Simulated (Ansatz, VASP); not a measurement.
# GaN: VASP beside Ansatz

```
Ga N
1.0
     0.00000    2.33837    2.33837
     2.33837    0.00000    2.33837
     2.33837    2.33837    0.00000
Ga N
1 1
Cartesian
  0.0000 0.0000 0.0000
  3.5076 3.5076 3.5076
```

Alike in both runs: task single point; functional PBEsol; k mesh 10 × 10 × 10; occupations gaussian, width 0.02 eV; no spin polarisation.

|  | VASP | Ansatz |
| --- | --- | --- |
| version | VASP 6.6.1 | Ansatz 0.2.0 |
| potentials or method | VASP PAW PBE potentials, release 64 (Ga_d, N), cutoff 520 eV | scalar-relativistic, plane waves, PAW |
| valence electrons in the cell | 18 | 18 |

|  | VASP | Ansatz | Ansatz less VASP |
| --- | --- | --- | --- |
| gap on the k mesh at the Fermi level (eV) | 0.98 | 0.97 | -0.011 |
| least direct gap on the mesh (eV) | 0.98 | 0.97 | -0.011 |
| pressure (GPa) | -17.1 | -17.0 | +0.08 |

VASP's potentials were made for PBE, not for PBEsol.
